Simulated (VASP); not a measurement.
# GaAs (I-4m2) in VASP: a series of runs

Runs on GaAs. Level: r2SCAN. Tasks: single point.

Program: VASP 6.6.1. These are calculated values, not measurements. Logs are shortened: lines on timing, memory, paths and dates and some standing lists are left out, and cuts for length are marked.

## (1) The cell of the first run

Symmetry: I-4m2, No. 119, tetragonal system. Conventional cell: a = 4.087 Å, b = 4.087 Å, c = 5.571 Å, α = 90.00°, β = 90.00°, γ = 90.00°. Within 3.3 Å of Ga (site symmetry -4m2) lie 4 As at 2.47 Å. Within 3.3 Å of As (site symmetry -4m2) lie 4 Ga at 2.47 Å.

## (2) Single point, r2SCAN (in-plane strain +0.02, then relaxed in part)

Input file POSCAR:

```
GaAs
1.0
    2.8900986962      2.8900986962      0.0000000000
   -2.8900986962      2.8900986962      0.0000000000
    0.0000000000      2.8900986962      2.7853911243
Ga As
1 1
Direct
    0.0000000000      0.0000000000      0.0000000000
    0.7500000000      0.2500000000      0.5000000000
```

Input file INCAR.step1:

```
SYSTEM = GaAs
  PREC = Accurate
  ENCUT = 520
  ISMEAR = 0
  SIGMA = 0.01
  LREAL = .FALSE.
  LASPH = .TRUE.
  NELM = 60
  NBANDS = 16
  GGA = PE
  ALGO = Normal
  EDIFF = 1E-4
  LWAVE = .TRUE.
  LCHARG = .FALSE.
```

Input file INCAR.step2:

```
SYSTEM = GaAs
  PREC = Accurate
  ENCUT = 520
  EDIFF = 1E-6
  ISMEAR = 0
  SIGMA = 0.01
  LREAL = .FALSE.
  LASPH = .TRUE.
  NELM = 60
  ALGO = Normal
  ISIF = 2
  LWAVE = .FALSE.
  LCHARG = .FALSE.
  METAGGA = R2SCAN
  LMIXTAU = .TRUE.
  NBANDS = 16
  ISTART = 1
```

Input file KPOINTS:

```
regular mesh
0
G
  8 8 8
  0 0 0
```

Potentials or basis: VASP PAW PBE potentials, release 64 (Ga_d, As).

Started as:

```
cat potpaw_PBE.64/Ga_d/POTCAR potpaw_PBE.64/As/POTCAR > POTCAR
cp INCAR.step1 INCAR
mpirun -np 1 vasp_std > vasp.out
cp INCAR.step2 INCAR
mpirun -np 1 vasp_std > vasp.out
```

OUTCAR:

```text
SYSTEM = GaAs
   PREC = Accurate
   ENCUT = 520
   EDIFF = 1E-6
   ISMEAR = 0
   LREAL = .FALSE.
   LASPH = .TRUE.
   NELM = 60
   ISIF = 2
   METAGGA = R2SCAN
   ISTART = 1

 ion  position               nearest neighbor table
   1  0.000  0.000  0.000-   2 2.47   2 2.47   2 2.47   2 2.47
   2  0.750  0.250  0.500-   1 2.47   1 2.47   1 2.47   1 2.47

  LATTYP: Found a body centered tetragonal cell.
 ALAT       =     4.0872167728
 C/A-ratio  =     1.3629769494

  Lattice vectors:

 A1 = (   2.8900986962,   0.0000000000,  -2.7853911243)
 A2 = (  -2.8900986962,   0.0000000000,  -2.7853911243)
 A3 = (   0.0000000000,   2.8900986962,   2.7853911243)

Analysis of symmetry for initial positions (statically):
=====================================================================
 Subroutine PRICEL returns:
 Original cell was already a primitive cell.

 Routine SETGRP: Setting up the symmetry group for a
 body centered tetragonal supercell.

 Subroutine GETGRP returns: Found  8 space group operations
 (whereof  8 operations were pure point group operations)
 out of a pool of 16 trial point group operations.

The static configuration has the point symmetry D_2d.

Analysis of symmetry for dynamics (positions and initial velocities):
=====================================================================
 Subroutine PRICEL returns:
 Original cell was already a primitive cell.

 Routine SETGRP: Setting up the symmetry group for a
 body centered tetragonal supercell.

 Subroutine GETGRP returns: Found  8 space group operations
 (whereof  8 operations were pure point group operations)
 out of a pool of 16 trial point group operations.

The dynamic configuration has the point symmetry D_2d.

 Subroutine INISYM returns: Found  8 space group operations
 (whereof  8 operations are pure point group operations),
 and found     1 'primitive' translations

----------------------------------------------------------------------------------------

                                     Primitive cell

  volume of cell :      46.5309

  direct lattice vectors                    reciprocal lattice vectors
     2.890098696  2.890098696  0.000000000     0.173004472  0.173004472 -0.179508004
    -2.890098696  2.890098696  0.000000000    -0.173004472  0.173004472 -0.179508004
     0.000000000  2.890098696  2.785391124     0.000000000  0.000000000  0.359016007

  length of vectors
     4.087216773  4.087216773  4.013860260     0.303453816  0.303453816  0.359016007

  position of ions in fractional coordinates (direct lattice)
     0.000000000  0.000000000  0.000000000
     0.750000000  0.250000000  0.500000000

  ion indices of the primitive-cell ions
   primitive index   ion index
                 1           1
                 2           2

----------------------------------------------------------------------------------------

 KPOINTS: regular mesh

Automatic generation of k-mesh.
 Grid dimensions read from file:
 generate k-points for:    8    8    8

 Generating k-lattice:

  Cartesian coordinates                     Fractional coordinates (reciprocal lattice)
     0.021625559  0.021625559 -0.022438500     0.125000000  0.000000000  0.000000000
    -0.021625559  0.021625559 -0.022438500     0.000000000  0.125000000  0.000000000
     0.000000000  0.000000000  0.044877001     0.000000000  0.000000000  0.125000000

  Length of vectors
     0.037931727  0.037931727  0.044877001

  Shift w.r.t. Gamma in fractional coordinates (k-lattice)
     0.000000000  0.000000000  0.000000000

 Subroutine IBZKPT returns following result:
 ===========================================

 Found     59 irreducible k-points:

 Following reciprocal coordinates:
            Coordinates               Weight
  0.000000  0.000000  0.000000      1.000000
  0.125000  0.000000  0.000000      8.000000
  0.250000  0.000000  0.000000      8.000000
  0.375000  0.000000  0.000000      8.000000
  0.500000  0.000000  0.000000      4.000000
  0.125000  0.125000  0.000000      8.000000
[... 16 lines left out ...]
  0.250000  0.000000  0.125000      4.000000
  0.375000  0.000000  0.125000      8.000000
 [... further k-points ...]
   k-points           NKPTS =     59   k-points in BZ     NKDIM =     59   number of bands    NBANDS=     16
   number of dos      NEDOS =    301   number of ions     NIONS =      2
   total plane-waves  NPLWV =  27000
   dimension x,y,z NGX =    30 NGY =   30 NGZ =   30
   dimension x,y,z NGXF=    60 NGYF=   60 NGZF=   60
   ions per type =               1   1
   NGX,Y,Z   is equivalent  to a cutoff of  12.20, 12.20, 12.43 a.u.
   NGXF,Y,Z  is equivalent  to a cutoff of  24.40, 24.40, 24.85 a.u.
 SYSTEM =  GaAs
   PREC   = accura    normal or accurate (medium, high low for compatibility)
   ISTART =      1    job   : 0-new  1-cont  2-samecut
   ICHARG =      0    charge: 1-file 2-atom 10-const
   ISPIN  =      1    spin polarized calculation?
   LNONCOLLINEAR =      F non collinear calculations
   LSORBIT =      F    spin-orbit coupling
   LASPH  =      T    aspherical Exc in radial PAW
   ENCUT  =  520.0 eV  38.22 Ry    6.18 a.u.   7.60  7.60  7.46*2*pi/ulx,y,z
   NELM   =     60;   NELMIN=  2; NELMDL=  0     # of ELM steps
   EDIFF  = 0.1E-05   stopping-criterion for ELM
   LREAL  =      F    real-space projection
   EDIFFG = 0.1E-04   stopping-criterion for IOM
   NSW    =      0    number of steps for IOM
   IBRION =     -1    ionic relax: 0-MD 1-quasi-New 2-CG
   NFREE  =      0    steps in history (QN), initial steepest desc. (CG)
   ISIF   =      2    stress and relaxation
   ISYM   =      2    0-nonsym 1-usesym 2-fastsym
   POTIM  = 0.5000    time-step for ionic-motion
   TEBEG  =    0.0;   TEEND  =   0.0 temperature during run
   PSTRESS=    0.0 pullay stress
   NELECT =      18.0000    total number of electrons
   NUPDOWN=      -1.0000    fix difference up-down
   EMIN   =  10.00;   EMAX   =-10.00  energy-range for DOS
   EFERMI =   0.00;   METHOD = LEGACY
   ISMEAR =     0;   SIGMA  =   0.01  broadening in eV -4-tet -1-fermi 0-gaus
   EFERMI_NEDOS =   21; number of points for ismear=-14 and -15
   IALGO  =     38    algorithm
   IMIX   =      4    mixing-type and parameters
     AMIX     =   0.40;   BMIX     =  1.00
     AMIX_MAG =   1.60;   BMIX_MAG =  1.00
  volume/ion in A,a.u.               =      23.27       157.00
  Fermi-wavevector in a.u.,A,eV,Ry     =   1.192848  2.254156 19.359548  1.422887
  Thomas-Fermi vector in A             =   2.328877
   LORBIT       =      0    0 simple, 1 ext, 2 COOP (PROOUT), +10 PAW based schemes
   METAGGA = R2SCAN    functional components
   LHFCALC =     F    Hartree Fock is set to
   AEXX    =    0.0000 exact exchange contribution
   IVDW    =     0    specifies the selected vdW correction
   LEPSILON=     F    determine dielectric tensor
   LRPA    =     F    only Hartree local field effects (RPA)
 non-spin polarized calculation
 Gauss-broadening in eV      SIGMA  =   0.01
  energy-cutoff  :      520.00
  volume of cell :       46.53
 maximum number of plane-waves:      1273
   NGX = 15   NGY = 15   NGZ = 15

 number of electron      17.9999990 magnetization

 Free energy of the ion-electron system (eV)
  ---------------------------------------------------
  ext. energy  EPLUGINS =         0.00000000
  ---------------------------------------------------
  free energy    TOTEN  =       -27.04028246 eV

  energy without entropy =      -27.04028246  energy(sigma->0) =      -27.04028246

 E-fermi :   3.6033     XC(G=0): -10.1154

 val. band max:        3.5411878118   @ k =   0.0000   0.0000   0.0000
 cond. band min:       4.1565259437   @ k =   0.0000   0.0000   0.0000
 fundamental gap:      0.6153381319
 Fermi energy:         3.6032737388

 k-point     1 :       0.0000    0.0000    0.0000
  band No.  band energies     occupation
      1     -11.7865      2.00000
      2     -11.7865      2.00000
      3     -11.7775      2.00000
      4     -11.7054      2.00000
      5     -11.6980      2.00000
      6      -9.5871      2.00000
[... 8 lines left out ...]
     15      13.6165      0.00000
     16      14.2683      0.00000

 k-point     2 :       0.1250    0.0000    0.0000
  band No.  band energies     occupation
      1     -11.7974      2.00000
      2     -11.7830      2.00000
      3     -11.7764      2.00000
      4     -11.7057      2.00000
      5     -11.6979      2.00000
      6      -9.4031      2.00000
[... 8 lines left out ...]
     15      12.9087      0.00000
     16      13.3557      0.00000

 k-point     3 :       0.2500    0.0000    0.0000
  band No.  band energies     occupation
      1     -11.8257      2.00000
      2     -11.7754      2.00000
      3     -11.7696      2.00000
      4     -11.7057      2.00000
      5     -11.6968      2.00000
      6      -8.8906      2.00000
[... 8 lines left out ...]
     15      12.8404      0.00000
     16      13.2131      0.00000

 k-point     4 :       0.3750    0.0000    0.0000
  band No.  band energies     occupation
      1     -11.8514      2.00000
      2     -11.7691      2.00000
      3     -11.7636      2.00000
      4     -11.7043      2.00000
      5     -11.6943      2.00000
      6      -8.2105      2.00000
[... 8 lines left out ...]
     15      14.0809      0.00000
     16      14.1892      0.00000
[... 324 lines left out ...]
 k-point    22 :       0.0000    0.0000    0.1250
  band No.  band energies     occupation
      1     -11.7993      2.00000
      2     -11.7797      2.00000
      3     -11.7797      2.00000
      4     -11.7087      2.00000
      5     -11.6958      2.00000
      6      -9.3313      2.00000
[... 8 lines left out ...]
     15      12.9655      0.00000
     16      13.8919      0.00000

 k-point    23 :       0.2500    0.0000    0.1250
  band No.  band energies     occupation
      1     -11.8168      2.00000
      2     -11.7791      2.00000
      3     -11.7679      2.00000
      4     -11.7041      2.00000
      5     -11.6994      2.00000
      6      -9.1177      2.00000
[... 8 lines left out ...]
     15      12.9999      0.00000
     16      13.6653      0.00000

 k-point    24 :       0.3750    0.0000    0.1250
  band No.  band energies     occupation
      1     -11.8415      2.00000
      2     -11.7709      2.00000
      3     -11.7623      2.00000
      4     -11.7037      2.00000
      5     -11.6988      2.00000
      6      -8.5404      2.00000
[... 8 lines left out ...]
     15      13.6604      0.00000
     16      15.0168      0.00000

 [... further k-points ...]

------------------------ aborting loop because EDIFF is reached ----------------------------------------

  FORCE on cell =-STRESS in cart. coord.  units (eV):
  Direction    XX          YY          ZZ          XY          YZ          ZX
  --------------------------------------------------------------------------------------
  -------------------------------------------------------------------------------------
  Total       -0.6471701     -0.6471701      0.0169443      0.0000000      0.0000000     -0.0000000
  in kB      -22.2837096    -22.2837096      0.5834368      0.0000000      0.0000000     -0.0000000
  external PRESSURE =     -14.6613274 kB  Pullay stress =       0.0000000 kB

 VOLUME and BASIS-vectors are now :
 -----------------------------------------------------------------------------
  energy-cutoff  :      520.00
  volume of cell :       46.53
      direct lattice vectors                 reciprocal lattice vectors
     2.890098696  2.890098696  0.000000000     0.173004472  0.173004472 -0.179508004
    -2.890098696  2.890098696  0.000000000    -0.173004472  0.173004472 -0.179508004
     0.000000000  2.890098696  2.785391124     0.000000000  0.000000000  0.359016007

 POSITION                                       TOTAL-FORCE (eV/Angst)
 -----------------------------------------------------------------------------------
      0.00000      0.00000      0.00000         0.000000      0.000000      0.000000
      1.44505      4.33515      1.39270         0.000000     -0.000000      0.000000
 -----------------------------------------------------------------------------------
    total drift:                               -0.000009     -0.000000      0.000000

  FREE ENERGIE OF THE ION-ELECTRON SYSTEM (eV)
  ---------------------------------------------------
  free  energy   TOTEN  =       -27.0402824570 eV

  energy  without entropy=      -27.0402824570  energy(sigma->0) =      -27.04028246
```

It took 4.6 min on 1 thread of Intel Xeon 8259CL, shared host; peak memory 0.2 GiB.

What came out:

```
Free energy            : -27.0403 eV
Pressure               : -1.5 GPa
Band gap on the k mesh : 0.62 eV
```

Stress tensor (GPa, compression positive):
```
-2.23  0.00  0.00
 0.00 -2.23  0.00
 0.00  0.00  0.06
```

Levels at points of the mesh, in eV from the valence-band top:
| k point | band 5 | band 6 | band 7 | band 8 | band 9 | band 10 | band 11 | band 12 | band 13 | band 14 |
| --- | --- | --- | --- | --- | --- | --- | --- | --- | --- | --- |
| (0.00, 0.00, 0.00) | -15.24 | -13.13 | -0.20 | -0.20 | 0.00 | 0.62 | 3.83 | 3.94 | 3.94 | 8.01 |
| (0.50, 0.00, 0.00) | -15.23 | -11.37 | -6.78 | -1.42 | -1.13 | 1.11 | 4.72 | 4.99 | 8.13 | 10.73 |
| (0.50, 0.50, 0.00) | -15.23 | -10.68 | -7.06 | -2.73 | -2.71 | 1.76 | 1.95 | 10.30 | 10.50 | 11.20 |
| (0.00, 0.00, 0.50) | -15.22 | -10.54 | -6.84 | -2.97 | -2.97 | 1.52 | 1.59 | 10.49 | 10.49 | 11.51 |

Caveat: the cell differs from its parent crystal (in-plane strain +0.02, then relaxed in part); the PAW data sets were made with another functional, which shifts forces and pressure a little.

## (3) Single point, r2SCAN (film at in-plane strain +0.02)

POSCAR, as its differences from that of step 2:

```diff
@@ -4,3 +4,3 @@
    -2.8900986962      2.8900986962      0.0000000000
-    0.0000000000      2.8900986962      2.7853911243
+    0.0000000000      2.8900986962      2.7853911242
 Ga As
```

Input file INCAR.step1:

```
SYSTEM = GaAs
PREC = Accurate ; ENCUT = 520
ISMEAR = 0 ; SIGMA = 0.01
LREAL = .FALSE. ; LASPH = .TRUE.
NELM = 80 ; NBANDS = 16
GGA = PE ; ALGO = Normal
EDIFF = 1E-4 ; LWAVE = .TRUE.
LCHARG = .FALSE.
```

Input file INCAR.step2:

```
SYSTEM = GaAs
PREC = Accurate ; ENCUT = 520
EDIFF = 1E-6 ; ISMEAR = 0
SIGMA = 0.01 ; LREAL = .FALSE.
LASPH = .TRUE. ; NELM = 80
ALGO = Normal ; ISIF = 2
LWAVE = .FALSE. ; LCHARG = .FALSE.
METAGGA = R2SCAN ; LMIXTAU = .TRUE.
NBANDS = 16 ; ISTART = 1
```

Input file KPOINTS:

```
Automatic mesh
0
G
  8 8 8
  0 0 0
```

Potentials or basis: VASP PAW PBE potentials, release 64 (Ga_d, As).

Started as:

```
cat potpaw_PBE.64/Ga_d/POTCAR potpaw_PBE.64/As/POTCAR > POTCAR
cp INCAR.step1 INCAR
mpirun -np 1 vasp_std > vasp.out
cp INCAR.step2 INCAR
mpirun -np 1 vasp_std > vasp.out
```

Wall time 4.3 min (1 thread of Intel Xeon 8259CL, shared host); peak memory 0.2 GiB.

Results (log left out):

```
Free energy            : -27.0403 eV
Pressure               : -1.5 GPa
Band gap on the k mesh : 0.62 eV
```

Stress tensor (GPa, compression positive):
```
-2.23  0.00  0.00
 0.00 -2.23  0.00
 0.00  0.00  0.06
```

Levels at points of the mesh, in eV from the valence-band top:
| k point | band 6 | band 7 | band 8 | band 9 | band 10 | band 11 | band 12 | band 13 |
| --- | --- | --- | --- | --- | --- | --- | --- | --- |
| (0.00, 0.00, 0.00) | -13.13 | -0.20 | -0.20 | 0.00 | 0.62 | 3.83 | 3.94 | 3.94 |
| (0.50, 0.00, 0.00) | -11.37 | -6.78 | -1.42 | -1.13 | 1.11 | 4.72 | 4.99 | 8.13 |
| (0.50, 0.50, 0.00) | -10.68 | -7.06 | -2.73 | -2.71 | 1.76 | 1.95 | 10.30 | 10.50 |
| (0.00, 0.00, 0.50) | -10.54 | -6.84 | -2.97 | -2.97 | 1.52 | 1.59 | 10.49 | 10.49 |

Caveat: the cell differs from its parent crystal (film at in-plane strain +0.02); the PAW data sets were made with another functional, which shifts forces and pressure a little. A k mesh can miss the band edges.

(Part 1 of 2 ends here.)
